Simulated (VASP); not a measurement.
Set up this calculation in VASP 6.6.1, as the native input.

| Item | Value |
| --- | --- |
| Task | single point |
| Functional | LDA |
| Potentials or basis | VASP PAW LDA potentials, release 64 (Ag) |
| Cutoff | 520 eV |
| k mesh | 22 × 22 × 22 |
| Occupations | fermi-dirac, width 0.1 eV |
| Spin | no spin polarisation |
| Dipole correction | no |
| Further INCAR settings | ALGO = Normal; EDIFF = 1e-06; NBANDS = 12 |

The structure of Ag lies in POSCAR:

```
Ag
1.0
    0.0000000000      2.0766424138      2.0766424138
    2.0766424138      0.0000000000      2.0766424138
    2.0766424138      2.0766424138      0.0000000000
Ag
1
Direct
    0.0000000000      0.0000000000      0.0000000000
```

The input as run:

INCAR

```
SYSTEM = Ag
PREC     = Accurate       ! precision mode
ENCUT    = 520            ! plane-wave cutoff, eV
EDIFF    = 1E-6           ! SCF threshold, eV
ISMEAR   = -1             ! smearing method
SIGMA    = 0.1            ! smearing width, eV
LREAL    = .False.        ! projectors in reciprocal space
LASPH    = .True.         ! aspherical terms in the spheres
NELM     = 80             ! most SCF steps
ALGO     = Normal         ! electronic algorithm
ISIF     = 2              ! what is computed and relaxed
LWAVE    = .False.        ! write WAVECAR
LCHARG   = .False.        ! write CHGCAR
GGA      = CA             ! functional
NBANDS   = 12             ! bands
```

KPOINTS

```
Automatic mesh
0
Gamma
  22 22 22
  0 0 0
```

Potentials or basis: VASP PAW LDA potentials, release 64 (Ag).

Run with:

```console
$ cat potpaw_LDA.64/Ag/POTCAR > POTCAR
$ mpirun -np 1 vasp_std > vasp.out
```

It gave:

```json
{"Pressure": "-11.2 GPa", "Band gap on the k mesh": "zero (an odd number of electrons rules out a gap without spin polarisation)"}
```

Caveat: the cell stands under tension.

Wall time 57 s on 1 thread of Intel Xeon 8259CL, with other jobs on the host, peak memory 0.18 GiB.
